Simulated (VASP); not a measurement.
# Re (Fm-3m) in VASP: a series of runs, part 2 of 2

VASP 6.6.1. The steps go on from the part before.

## 3. Single point, r2SCAN

Input file POSCAR:

```
Re
1.0
    0.0000000000      1.9458331826      1.9458331826
    1.9458331826      0.0000000000      1.9458331826
    1.9458331826      1.9458331826      0.0000000000
Re
1
Direct
    0.0000000000      0.0000000000      0.0000000000
```

Input file INCAR.step1:

```
SYSTEM = Re
  ALGO = Normal
  EDIFF = 1E-4
  ENCUT = 520
  GGA = PE
  ISMEAR = 1
  LASPH = .TRUE.
  LCHARG = .FALSE.
  LREAL = .FALSE.
  LWAVE = .TRUE.
  NBANDS = 10
  NELM = 80
  PREC = Accurate
  SIGMA = 0.05
```

Input file INCAR.step2:

```
SYSTEM = Re
  ALGO = Normal
  EDIFF = 1E-7
  ENCUT = 520
  ISIF = 2
  ISMEAR = 1
  ISTART = 1
  LASPH = .TRUE.
  LCHARG = .FALSE.
  LMIXTAU = .TRUE.
  LREAL = .FALSE.
  LWAVE = .FALSE.
  METAGGA = R2SCAN
  NBANDS = 10
  NELM = 80
  PREC = Accurate
  SIGMA = 0.05
```

Input file KPOINTS:

```
k-points
0
G
  11 11 11
  0 0 0
```

Potentials or basis: VASP PAW PBE potentials, release 64 (Re).

The run is started by

```
$ cat potpaw_PBE.64/Re/POTCAR > POTCAR
$ cp INCAR.step1 INCAR
$ mpirun -np 1 vasp_std > vasp.out
$ cp INCAR.step2 INCAR
$ mpirun -np 1 vasp_std > vasp.out
```

OUTCAR:

```text
SYSTEM = Re
   EDIFF = 1E-7
   ENCUT = 520
   ISIF = 2
   ISMEAR = 1
   ISTART = 1
   LASPH = .TRUE.
   LREAL = .FALSE.
   METAGGA = R2SCAN
   NELM = 80
   PREC = Accurate

 ion  position               nearest neighbor table
   1  0.000  0.000  0.000-

  LATTYP: Found a face centered cubic cell.
 ALAT       =     3.8916663652

  Lattice vectors:

 A1 = (   0.0000000000,   1.9458331826,   1.9458331826)
 A2 = (   1.9458331826,   0.0000000000,   1.9458331826)
 A3 = (   1.9458331826,   1.9458331826,   0.0000000000)

Analysis of symmetry for initial positions (statically):
=====================================================================
 Subroutine PRICEL returns:
 Original cell was already a primitive cell.

 Routine SETGRP: Setting up the symmetry group for a
 face centered cubic supercell.

 Subroutine GETGRP returns: Found 48 space group operations
 (whereof 48 operations were pure point group operations)
 out of a pool of 48 trial point group operations.

The static configuration has the point symmetry O_h .

Analysis of symmetry for dynamics (positions and initial velocities):
[... 164 lines left out ...]
 k-point     1 :       0.0000    0.0000    0.0000
  band No.  band energies     occupation
      1      -2.6718      2.00000
      2       5.9460      2.00000
      3       5.9460      2.00000
      4       5.9460      2.00000
      5       9.3467      0.00000
      6       9.3467      0.00000
      7      22.4702      0.00000
      8      28.5701      0.00000
      9      28.5701      0.00000
     10      28.5701      0.00000
[... 287 lines left out ...]
 k-point    24 :      -0.1818    0.1818    0.0000
  band No.  band energies     occupation
      1       0.8127      2.00000
      2       4.3851      2.00000
      3       5.9888      2.00000
      4       7.6609      2.00000
      5       7.7028      2.00000
      6      11.4803      0.00000
      7      23.5909      0.00000
      8      27.5763      0.00000
      9      28.8230      0.00000
     10      29.2752      0.00000

 [... further k-points ...]

------------------------ aborting loop because EDIFF is reached ----------------------------------------

  FORCE on cell =-STRESS in cart. coord.  units (eV):
  Direction    XX          YY          ZZ          XY          YZ          ZX
  --------------------------------------------------------------------------------------
  -------------------------------------------------------------------------------------
  Total       -0.0009630     -0.0009630     -0.0009630      0.0000000     -0.0000000      0.0000000
  in kB       -0.1047130     -0.1047130     -0.1047130      0.0000000     -0.0000000      0.0000000
  external PRESSURE =      -0.1047130 kB  Pullay stress =       0.0000000 kB

 VOLUME and BASIS-vectors are now :
 -----------------------------------------------------------------------------
  energy-cutoff  :      520.00
  volume of cell :       14.73
      direct lattice vectors                 reciprocal lattice vectors
     0.000000000  1.945833183  1.945833183    -0.256959335  0.256959335  0.256959335
     1.945833183  0.000000000  1.945833183     0.256959335 -0.256959335  0.256959335
     1.945833183  1.945833183  0.000000000     0.256959335  0.256959335 -0.256959335

 POSITION                                       TOTAL-FORCE (eV/Angst)
 -----------------------------------------------------------------------------------
      0.00000      0.00000      0.00000         0.000000      0.000000      0.000000
 -----------------------------------------------------------------------------------
    total drift:                                0.000000      0.000000      0.000000

  FREE ENERGIE OF THE ION-ELECTRON SYSTEM (eV)
  ---------------------------------------------------
  free  energy   TOTEN  =       -52.3920894279 eV

  energy  without entropy=      -52.3915494986  energy(sigma->0) =      -52.39190945
```

OSZICAR.step1:

```text
N       E                     dE             d eps       ncg     rms          rms(c)
DAV:   1     0.494423707847E+01    0.49442E+01   -0.34465E+03  1762   0.795E+02
DAV:   2    -0.127407640147E+02   -0.17685E+02   -0.16567E+02  1768   0.168E+02
DAV:   3    -0.130501112430E+02   -0.30935E+00   -0.30733E+00  1820   0.348E+01
DAV:   4    -0.130510051509E+02   -0.89391E-03   -0.89332E-03  1814   0.816E-01
DAV:   5    -0.130510172432E+02   -0.12092E-04   -0.12312E-05  1646   0.197E-02    0.301E+01
DAV:   6    -0.125431278425E+02    0.50789E+00   -0.40109E-01  1760   0.170E+01    0.124E+01
DAV:   7    -0.123655937542E+02    0.17753E+00   -0.30806E-01  1786   0.142E+01    0.661E-01
DAV:   8    -0.123587147703E+02    0.68790E-02   -0.58612E-03  1796   0.932E-01    0.229E-01
DAV:   9    -0.123587102859E+02    0.44844E-05   -0.87054E-05  1020   0.223E-01
   1 F= -.12358710E+02 E0= -.12358500E+02  d E =-.630334E-03
```

Run time: 28 s. Hardware: 1 thread of Intel Xeon Platinum 8259CL at 2.50GHz (Skylake/Cascade Lake), shared host; peak memory 0.13 GiB.

Results:

| Quantity | Value |
| --- | --- |
| Free energy | -52.3921 eV |
| Pressure | 0.0 GPa |

Levels at points of the mesh, in eV from the Fermi level:
| k point | band 2 | band 3 | band 4 | band 5 | band 6 | band 7 |
| --- | --- | --- | --- | --- | --- | --- |
| (0.00, 0.00, 0.00) | -2.08 | -2.08 | -2.08 | 1.32 | 1.32 | 14.44 |

Caveat: the PAW data sets were made with another functional, which shifts forces and pressure a little; spin-orbit coupling is left out, which moves the levels of the heavy elements.

## 4. Single point, r2SCAN

This run uses another cell than the first one, of 14.88 Å³/atom, 1.010 times its volume.

Input file POSCAR:

```
Re
1.0
    0.0000000000      1.9522977922      1.9522977922
    1.9522977922      0.0000000000      1.9522977922
    1.9522977922      1.9522977922      0.0000000000
Re
1
Direct
    0.0000000000      0.0000000000      0.0000000000
```

Input file INCAR.step1:

```
PREC = Accurate ; ENCUT = 520
ISMEAR = 1 ; SIGMA = 0.05
LREAL = F ; LASPH = T
NELM = 60 ; NBANDS = 10
GGA = PE ; ALGO = Normal
EDIFF = 1E-4 ; LWAVE = T
LCHARG = F
```

Input file INCAR.step2:

```
PREC = Accurate ; ENCUT = 520
EDIFF = 1E-6 ; ISMEAR = 1
SIGMA = 0.05 ; LREAL = F
LASPH = T ; NELM = 60
ALGO = Normal ; ISIF = 2
LWAVE = F ; LCHARG = F
METAGGA = R2SCAN ; LMIXTAU = T
NBANDS = 10 ; ISTART = 1
```

Input file KPOINTS:

```
Automatic mesh
0
Gamma
  11 11 11
```

Potentials or basis: VASP PAW PBE potentials, release 64 (Re).

The run is started by

```
$ cat potpaw_PBE.64/Re/POTCAR > POTCAR
$ cp INCAR.step1 INCAR
$ mpirun -np 1 vasp_std > vasp.out
$ cp INCAR.step2 INCAR
$ mpirun -np 1 vasp_std > vasp.out
```

OUTCAR:

```text
PREC = Accurate
   ENCUT = 520
   EDIFF = 1E-6
   ISMEAR = 1
   LREAL = F
   LASPH = T
   NELM = 60
   ISIF = 2
   METAGGA = R2SCAN
   ISTART = 1

 ion  position               nearest neighbor table
   1  0.000  0.000  0.000-

  LATTYP: Found a face centered cubic cell.
 ALAT       =     3.9045955844

  Lattice vectors:

 A1 = (   0.0000000000,   1.9522977922,   1.9522977922)
 A2 = (   1.9522977922,   0.0000000000,   1.9522977922)
[... 481 lines left out ...]
 k-point    24 :      -0.1818    0.1818    0.0000
  band No.  band energies     occupation
      1       0.7293      2.00000
      2       4.3079      2.00000
      3       5.8951      2.00000
      4       7.5432      2.00000
      5       7.5873      2.00000
      6      11.3028      0.00000
      7      23.3774      0.00000
      8      27.3132      0.00000
      9      28.5724      0.00000
     10      29.0464      0.00000

 [... further k-points ...]
[... 5 lines left out ...]
  --------------------------------------------------------------------------------------
  -------------------------------------------------------------------------------------
  Total       -0.3569228     -0.3569228     -0.3569228      0.0000000     -0.0000000     -0.0000000
  in kB      -38.4252532    -38.4252532    -38.4252532      0.0000000     -0.0000000     -0.0000000
  external PRESSURE =     -38.4252532 kB  Pullay stress =       0.0000000 kB

 VOLUME and BASIS-vectors are now :
 -----------------------------------------------------------------------------
  energy-cutoff  :      520.00
  volume of cell :       14.88
      direct lattice vectors                 reciprocal lattice vectors
     0.000000000  1.952297792  1.952297792    -0.256108470  0.256108470  0.256108470
     1.952297792  0.000000000  1.952297792     0.256108470 -0.256108470  0.256108470
     1.952297792  1.952297792  0.000000000     0.256108470  0.256108470 -0.256108470

 POSITION                                       TOTAL-FORCE (eV/Angst)
 -----------------------------------------------------------------------------------
      0.00000      0.00000      0.00000         0.000000      0.000000     -0.000000
 -----------------------------------------------------------------------------------
    total drift:                               -0.000000      0.000000     -0.000000

  FREE ENERGIE OF THE ION-ELECTRON SYSTEM (eV)
  ---------------------------------------------------
  free  energy   TOTEN  =       -52.3904558455 eV

  energy  without entropy=      -52.3899815844  energy(sigma->0) =      -52.39029776
```

Run time: 24 s. Hardware: 1 thread of Intel Xeon Platinum 8259CL at 2.50GHz (Skylake/Cascade Lake), shared host; peak memory 0.15 GiB.

Results:

| Item | Value |
| --- | --- |
| Free energy | -52.3905 eV |
| Pressure | -3.8 GPa |

Caveat: the PAW data sets were made with another functional, which shifts forces and pressure a little; spin-orbit coupling is left out, which moves the levels of the heavy elements.

## 5. The runs side by side

| task | cell | cutoff (eV) | gap on the mesh (eV) | pressure (GPa) |
| --- | --- | --- | --- | --- |
| relaxation of cell and atoms | relaxed from a = 2.752 Å, angles 60.0°, 1 atom | 600 | none | 0.1 |
| single point | a = 2.752 Å, angles 60.0°, 1 atom | 520 | none | 0.0 |
| single point | a = 2.761 Å, angles 60.0°, 1 atom | 520 | none | -3.8 |

Alike in all rows: level r2SCAN; potentials or basis VASP PAW PBE potentials, release 64 (Re); no spin polarisation; k mesh 11 × 11 × 11; smearing methfessel-paxton 0.05 eV.

Caveats: the PAW data sets were made with another functional, which shifts forces and pressure a little; spin-orbit coupling is left out, which moves the levels of the heavy elements; the relaxation stopped at its first step, so nothing moved (some runs).

Total energies depend on the potentials used, so only differences within one code and one set of settings carry meaning.
